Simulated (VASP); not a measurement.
# Ti (Im-3m) in VASP: further runs

The runs below take Ti through single point, with PBE.

Program: VASP 6.6.1. These are calculated values, not measurements. Logs are shortened: lines on timing, memory, paths and dates and some standing lists are left out, and cuts for length are marked.

**1. The cell of the first run**

The structure is cubic, space group Im-3m (No. 229). Conventional cell: a = 3.307 Å, b = 3.307 Å, c = 3.307 Å, α = 90.00°, β = 90.00°, γ = 90.00°. Ti (site symmetry m-3m) has 14 Ti at 2.86 to 3.31 Å within 3.8 Å.

**2. Single point, PBE**

Input file INCAR:

```
SYSTEM = Ti
PREC     = Accurate       ! precision mode
ENCUT    = 500            ! plane-wave cutoff, eV
EDIFF    = 1E-6           ! SCF threshold, eV
ISMEAR   = -1             ! smearing method
SIGMA    = 0.05           ! smearing width, eV
LREAL    = .False.        ! projectors in reciprocal space
LASPH    = .True.         ! aspherical terms in the spheres
NELM     = 120            ! most SCF steps
ALGO     = Normal         ! electronic algorithm
ISIF     = 2              ! what is computed and relaxed
LWAVE    = .False.        ! write WAVECAR
LCHARG   = .False.        ! write CHGCAR
GGA      = PE             ! functional
NBANDS   = 12             ! bands
GGA_COMPAT= .False.
```

Input file KPOINTS:

```
Automatic mesh
0
Gamma
  12 12 12
  0 0 0
```

Input file POSCAR:

```
Ti
1.0
   -1.6532500000      1.6532500000      1.6532500000
    1.6532500000     -1.6532500000      1.6532500000
    1.6532500000      1.6532500000     -1.6532500000
Ti
1
Direct
    0.0000000000      0.0000000000      0.0000000000
```

Potentials or basis: VASP PAW PBE potentials, release 64 (Ti_sv).

The run is started by

```bash
> cat potpaw_PBE.64/Ti_sv/POTCAR > POTCAR
> mpirun -np 1 vasp_std > vasp.out
```

OUTCAR:

```text
SYSTEM = Ti
   PREC = Accurate
   ENCUT = 500
   EDIFF = 1E-6
   ISMEAR = -1
   LREAL = .False.
   LASPH = .True.
   NELM = 120
   ISIF = 2
   GGA = PE

 ion  position               nearest neighbor table
   1  0.000  0.000  0.000-

  LATTYP: Found a body centered cubic cell.
 ALAT       =     3.3065000000

  Lattice vectors:

 A1 = (  -1.6532500000,   1.6532500000,   1.6532500000)
 A2 = (   1.6532500000,  -1.6532500000,   1.6532500000)
 A3 = (   1.6532500000,   1.6532500000,  -1.6532500000)

Analysis of symmetry for initial positions (statically):
=====================================================================
 Subroutine PRICEL returns:
 Original cell was already a primitive cell.

 Routine SETGRP: Setting up the symmetry group for a
 body centered cubic supercell.

 Subroutine GETGRP returns: Found 48 space group operations
[... 9 lines left out ...]

 Routine SETGRP: Setting up the symmetry group for a
 body centered cubic supercell.

 Subroutine GETGRP returns: Found 48 space group operations
[... 11 lines left out ...]
                                     Primitive cell

  volume of cell :      18.0749

  direct lattice vectors                    reciprocal lattice vectors
    -1.653250000  1.653250000  1.653250000     0.000000000  0.302434599  0.302434599
     1.653250000 -1.653250000  1.653250000     0.302434599  0.000000000  0.302434599
     1.653250000  1.653250000 -1.653250000     0.302434599  0.302434599  0.000000000

  length of vectors
     2.863512998  2.863512998  2.863512998     0.427707111  0.427707111  0.427707111

  position of ions in fractional coordinates (direct lattice)
     0.000000000  0.000000000  0.000000000

  ion indices of the primitive-cell ions
   primitive index   ion index
                 1           1

----------------------------------------------------------------------------------------

 KPOINTS: Automatic mesh

Automatic generation of k-mesh.
 Grid dimensions read from file:
 generate k-points for:   12   12   12

 Generating k-lattice:

  Cartesian coordinates                     Fractional coordinates (reciprocal lattice)
     0.000000000  0.025202883  0.025202883     0.083333333  0.000000000  0.000000000
     0.025202883  0.000000000  0.025202883     0.000000000  0.083333333  0.000000000
     0.025202883  0.025202883  0.000000000     0.000000000  0.000000000  0.083333333

  Length of vectors
[... 58 lines left out ...]
   NSW    =      0    number of steps for IOM
   IBRION =     -1    ionic relax: 0-MD 1-quasi-New 2-CG
   NFREE  =      0    steps in history (QN), initial steepest desc. (CG)
   ISIF   =      2    stress and relaxation
   ISYM   =      2    0-nonsym 1-usesym 2-fastsym
   POTIM  = 0.5000    time-step for ionic-motion
   TEBEG  =    0.0;   TEEND  =   0.0 temperature during run
   PSTRESS=    0.0 pullay stress
   NELECT =      12.0000    total number of electrons
   NUPDOWN=      -1.0000    fix difference up-down
   EMIN   =  10.00;   EMAX   =-10.00  energy-range for DOS
   EFERMI =   0.00;   METHOD = LEGACY
   ISMEAR =    -1;   SIGMA  =   0.05  broadening in eV -4-tet -1-fermi 0-gaus
   EFERMI_NEDOS =   21; number of points for ismear=-14 and -15
   IALGO  =     38    algorithm
   IMIX   =      4    mixing-type and parameters
     AMIX     =   0.40;   BMIX     =  1.00
     AMIX_MAG =   1.60;   BMIX_MAG =  1.00
  volume/ion in A,a.u.               =      18.07       121.98
  Fermi-wavevector in a.u.,A,eV,Ry     =   1.428160  2.698830 27.750982  2.039640
  Thomas-Fermi vector in A             =   2.548251
   LORBIT       =      0    0 simple, 1 ext, 2 COOP (PROOUT), +10 PAW based schemes
   GGA     = PE    functional components
   LHFCALC =     F    Hartree Fock is set to
   AEXX    =    0.0000 exact exchange contribution
   IVDW    =     0    specifies the selected vdW correction
   LEPSILON=     F    determine dielectric tensor
   LRPA    =     F    only Hartree local field effects (RPA)
 non-spin polarized calculation
  energy-cutoff  :      500.00
  volume of cell :       18.07
 maximum number of plane-waves:       470
 NGX is ok and might be reduce to    24
   NGX = 11   NGY = 11   NGZ = 11

 number of electron      12.0000003 magnetization

 Free energy of the ion-electron system (eV)
  ---------------------------------------------------
  ext. energy  EPLUGINS =         0.00000000
  ---------------------------------------------------
  free energy    TOTEN  =        -7.72111538 eV

  energy without entropy =       -7.70126030  energy(sigma->0) =       -7.71118784

 E-fermi :   7.6902     XC(G=0): -11.3074

 val. band max:        7.6424002436   @ k =   0.2500   0.2500   0.0000
 cond. band min:       7.7074109912   @ k =   0.3333   0.1667   0.0833
 fundamental gap:      0.0650107476
 Fermi energy:         7.6901825539

 k-point     1 :       0.0000    0.0000    0.0000
  band No.  band energies     occupation
      1     -48.9287      2.00000
      2     -24.8288      2.00000
      3     -24.8288      2.00000
      4     -24.8288      2.00000
      5       1.8149      2.00000
      6       8.6329      0.00000
      7       8.6329      0.00000
      8       8.6329      0.00000
      9      10.3046      0.00000
     10      10.3046      0.00000
     11      24.8065      0.00000
     12      24.8065      0.00000
[... 331 lines left out ...]
 k-point    24 :       0.4167    0.0833    0.0833
  band No.  band energies     occupation
      1     -48.8151      2.00000
      2     -25.3779      2.00000
      3     -25.0423      2.00000
      4     -24.8699      2.00000
      5       5.7023      2.00000
      6       7.2168      1.99985
      7       8.2084      0.00006
      8      10.3749      0.00000
      9      10.6313      0.00000
     10      12.5803      0.00000
     11      15.9353      0.00000
     12      20.1420      0.00000

 [... further k-points ...]

------------------------ aborting loop because EDIFF is reached ----------------------------------------

  FORCE on cell =-STRESS in cart. coord.  units (eV):
  Direction    XX          YY          ZZ          XY          YZ          ZX
  --------------------------------------------------------------------------------------
  -------------------------------------------------------------------------------------
  Total       -0.5485205     -0.5485205     -0.5485205      0.0000000     -0.0000000      0.0000000
  in kB      -48.6214478    -48.6214478    -48.6214478      0.0000000     -0.0000000      0.0000000
  external PRESSURE =     -48.6214478 kB  Pullay stress =       0.0000000 kB

 VOLUME and BASIS-vectors are now :
 -----------------------------------------------------------------------------
  energy-cutoff  :      500.00
  volume of cell :       18.07
      direct lattice vectors                 reciprocal lattice vectors
    -1.653250000  1.653250000  1.653250000     0.000000000  0.302434599  0.302434599
     1.653250000 -1.653250000  1.653250000     0.302434599  0.000000000  0.302434599
     1.653250000  1.653250000 -1.653250000     0.302434599  0.302434599  0.000000000

 POSITION                                       TOTAL-FORCE (eV/Angst)
 -----------------------------------------------------------------------------------
      0.00000      0.00000      0.00000        -0.000000      0.000000      0.000000
 -----------------------------------------------------------------------------------
    total drift:                                0.000000      0.000000     -0.000000

  FREE ENERGIE OF THE ION-ELECTRON SYSTEM (eV)
  ---------------------------------------------------
  free  energy   TOTEN  =        -7.7211153819 eV

  energy  without entropy=       -7.7012603011  energy(sigma->0) =       -7.71118784
```

stdout:

```text
POSCAR found type information on POSCAR Ti
 POSCAR found :  1 types and       1 ions
 scaLAPACK will be used
 LDA part: xc-table for (Slater+PW92), standard interpolation
 POSCAR, INCAR and KPOINTS ok, starting setup
 FFT: planning ... GRIDC
 FFT: planning ... GRID_SOFT
 FFT: planning ... GRID
 WAVECAR not read
 entering main loop
```

Run time: 8.5 s. Hardware: 1 thread of Intel Xeon 6975P-C, shared host; peak memory 0.14 GiB.

What came out:

```yaml
Free_energy: -7.7211 eV
Pressure: -4.9 GPa
Band_gap_on_the_k_mesh: zero (band 6 reaches 8.63 eV, above the bottom of band 7 at 7.09 eV)
```

**3. Single point, PBE**

Input file INCAR:

```
SYSTEM = Ti
PREC = Accurate
ENCUT = 500
EDIFF = 1E-6
ISMEAR = -5
SIGMA = 0.1
LREAL = .False.
LASPH = .True.
NELM = 120
ALGO = Normal
ISIF = 2
LWAVE = .False.
LCHARG = .True.
GGA = PE
LELF = .True.
LVHAR = .True.
NBANDS = 12
GGA_COMPAT = .False.
```

KPOINTS is that of step 2.

POSCAR is that of step 2.

Potentials or basis: VASP PAW PBE potentials, release 64 (Ti_sv).

The run is started by

```bash
> cat potpaw_PBE.64/Ti_sv/POTCAR > POTCAR
> mpirun -np 1 vasp_std > vasp.out
```

OUTCAR:

```text
SYSTEM = Ti
   PREC = Accurate
   ENCUT = 500
   EDIFF = 1E-6
   ISMEAR = -5
   LREAL = .False.
   LASPH = .True.
   NELM = 120
   ISIF = 2
   GGA = PE

 ion  position               nearest neighbor table
   1  0.000  0.000  0.000-

  LATTYP: Found a body centered cubic cell.
 ALAT       =     3.3065000000

  Lattice vectors:

 A1 = (  -1.6532500000,   1.6532500000,   1.6532500000)
 A2 = (   1.6532500000,  -1.6532500000,   1.6532500000)
 A3 = (   1.6532500000,   1.6532500000,  -1.6532500000)

Analysis of symmetry for initial positions (statically):
=====================================================================
 Subroutine PRICEL returns:
 Original cell was already a primitive cell.

 Routine SETGRP: Setting up the symmetry group for a
 body centered cubic supercell.

 Subroutine GETGRP returns: Found 48 space group operations
[... 9 lines left out ...]

 Routine SETGRP: Setting up the symmetry group for a
 body centered cubic supercell.

 Subroutine GETGRP returns: Found 48 space group operations
[... 11 lines left out ...]
                                     Primitive cell
[... 146 lines left out ...]

 k-point     1 :       0.0000    0.0000    0.0000
  band No.  band energies     occupation
      1     -48.9285      2.00000
      2     -24.8286      2.00000
      3     -24.8286      2.00000
      4     -24.8286      2.00000
      5       1.8151      2.00000
      6       8.6331      0.00000
      7       8.6331      0.00000
      8       8.6331      0.00000
      9      10.3048      0.00000
     10      10.3048      0.00000
     11      24.8066      0.00000
     12      24.8066      0.00000
[... 331 lines left out ...]
 k-point    24 :       0.4167    0.0833    0.0833
  band No.  band energies     occupation
      1     -48.8149      2.00000
      2     -25.3777      2.00000
      3     -25.0421      2.00000
      4     -24.8697      2.00000
      5       5.7025      2.00000
      6       7.2170      2.00000
      7       8.2085     -0.14337
      8      10.3750      0.00000
      9      10.6314      0.00000
     10      12.5805      0.00000
     11      15.9356      0.00000
     12      20.1421      0.00000

 [... further k-points ...]

------------------------ aborting loop because EDIFF is reached ----------------------------------------

  FORCE on cell =-STRESS in cart. coord.  units (eV):
  Direction    XX          YY          ZZ          XY          YZ          ZX
  --------------------------------------------------------------------------------------
  -------------------------------------------------------------------------------------
  Total       -0.5636417     -0.5636417     -0.5636417      0.0000000     -0.0000000      0.0000000
  in kB      -49.9618082    -49.9618082    -49.9618082      0.0000000     -0.0000000      0.0000000
  external PRESSURE =     -49.9618082 kB  Pullay stress =       0.0000000 kB

 VOLUME and BASIS-vectors are now :
 -----------------------------------------------------------------------------
  energy-cutoff  :      500.00
  volume of cell :       18.07
      direct lattice vectors                 reciprocal lattice vectors
    -1.653250000  1.653250000  1.653250000     0.000000000  0.302434599  0.302434599
     1.653250000 -1.653250000  1.653250000     0.302434599  0.000000000  0.302434599
     1.653250000  1.653250000 -1.653250000     0.302434599  0.302434599  0.000000000

 POSITION                                       TOTAL-FORCE (eV/Angst)
 -----------------------------------------------------------------------------------
      0.00000      0.00000      0.00000         0.000000      0.000000     -0.000000
 -----------------------------------------------------------------------------------
    total drift:                                0.000000      0.000000      0.000000

  FREE ENERGIE OF THE ION-ELECTRON SYSTEM (eV)
  ---------------------------------------------------
  free  energy   TOTEN  =        -7.7114728637 eV

  energy  without entropy=       -7.7114728637  energy(sigma->0) =       -7.71147286
```

OSZICAR:

```text
N       E                     dE             d eps       ncg     rms          rms(c)
DAV:   1     0.840875851698E+02    0.84088E+02   -0.63860E+03  1732   0.114E+03
DAV:   2    -0.450326469772E+01   -0.88591E+02   -0.86325E+02  1772   0.290E+02
DAV:   3    -0.873984279980E+01   -0.42366E+01   -0.41912E+01  2400   0.641E+01
DAV:   4    -0.882935809433E+01   -0.89515E-01   -0.89310E-01  1944   0.849E+00
DAV:   5    -0.883125451263E+01   -0.18964E-02   -0.18952E-02  2104   0.114E+00    0.804E+00
DAV:   6    -0.770241552124E+01    0.11288E+01   -0.30487E+00  1876   0.233E+01    0.196E+00
DAV:   7    -0.770279136143E+01   -0.37584E-03   -0.67360E-02  1960   0.250E+00    0.122E+00
DAV:   8    -0.771101728808E+01   -0.82259E-02   -0.33099E-02  1860   0.207E+00    0.970E-02
DAV:   9    -0.771146437049E+01   -0.44708E-03   -0.19212E-03  2048   0.416E-01    0.663E-02
DAV:  10    -0.771148733353E+01   -0.22963E-04   -0.24375E-04  1904   0.157E-01    0.171E-02
DAV:  11    -0.771147252799E+01    0.14806E-04   -0.27869E-05  1948   0.802E-02    0.714E-03
DAV:  12    -0.771147286366E+01   -0.33567E-06   -0.16802E-06  1872   0.144E-02
   1 F= -.77114729E+01 E0= -.77114729E+01  d E =0.000000E+00
```

Wall time 11 s (1 thread of Intel Xeon 6975P-C, shared host); peak memory 0.15 GiB.

Results:

```
Free energy            : -7.7115 eV
Pressure               : -5.0 GPa
Band gap on the k mesh : zero (band 6 reaches 8.63 eV, above the bottom of band 7 at 7.09 eV)
```

Levels at points of the mesh, in eV from the Fermi level:
```tsv
k point	band 3	band 4	band 5	band 6	band 7	band 8	band 9	band 10
(0.00, 0.00, 0.00)	-32.52	-32.52	-5.87	0.95	0.95	0.95	2.62	2.62
(0.50, 0.00, 0.00)	-32.70	-32.52	-2.36	-0.36	1.02	2.60	2.93	4.05
(0.50, 0.50, 0.50)	-32.92	-32.92	-1.98	-1.98	3.72	3.72	3.72	8.05
```

Caveat: tetrahedron occupations give inexact forces and stress in metals.

**4. Single point, PBE**

Input file INCAR:

```
  ALGO = Normal
  EDIFF = 1E-6
  ENCUT = 500
  GGA = PE
  GGA_COMPAT = False
  ISIF = 2
  ISMEAR = 0
  LASPH = True
  LCHARG = True
  LELF = True
  LREAL = False
  LVHAR = True
  LWAVE = False
  NBANDS = 12
  NELM = 120
  PREC = Accurate
  SIGMA = 0.15
```

Input file KPOINTS:

```
k-points
0
Gamma
  12 12 12
```

POSCAR is that of step 3.

The run is started by

```bash
> cat potpaw_PBE.64/Ti_sv/POTCAR > POTCAR
> mpirun -np 1 vasp_std > vasp.out
```

Wall time 9 s (1 thread of Intel Xeon 6975P-C, shared host); peak memory 0.14 GiB.

Results (log left out):

```
Free energy            : -7.7247 eV
Pressure               : -4.8 GPa
Band gap on the k mesh : zero (band 6 reaches 8.63 eV, above the bottom of band 7 at 7.09 eV)
```

Levels at points of the mesh, in eV from the Fermi level:
```csv
k point,band 4,band 5,band 6,band 7,band 8,band 9
"(0.00, 0.00, 0.00)",-32.51,-5.87,0.95,0.95,0.95,2.62
"(0.50, 0.00, 0.00)",-32.52,-2.36,-0.36,1.02,2.60,2.93
"(0.50, 0.50, 0.50)",-32.92,-1.98,-1.98,3.72,3.72,3.72
```

**5. Summary**

| smearing | gap on the mesh (eV) | pressure (GPa) |
| --- | --- | --- |
| fermi-dirac 0.05 eV | none | -4.9 |
| tetrahedron | none | -5.0 |
| gaussian 0.15 eV | none | -4.8 |

Alike in all rows: task single point; level PBE; potentials or basis VASP PAW PBE potentials, release 64 (Ti_sv); no spin polarisation; cell as given; k mesh 12 × 12 × 12; cutoff (eV) 500.

Every run on the cell as given and a fine mesh finds a metal.

Caveats: tetrahedron occupations give inexact forces and stress in metals (some runs).

Total energies depend on the potentials used, so only differences within one code and one set of settings carry meaning.
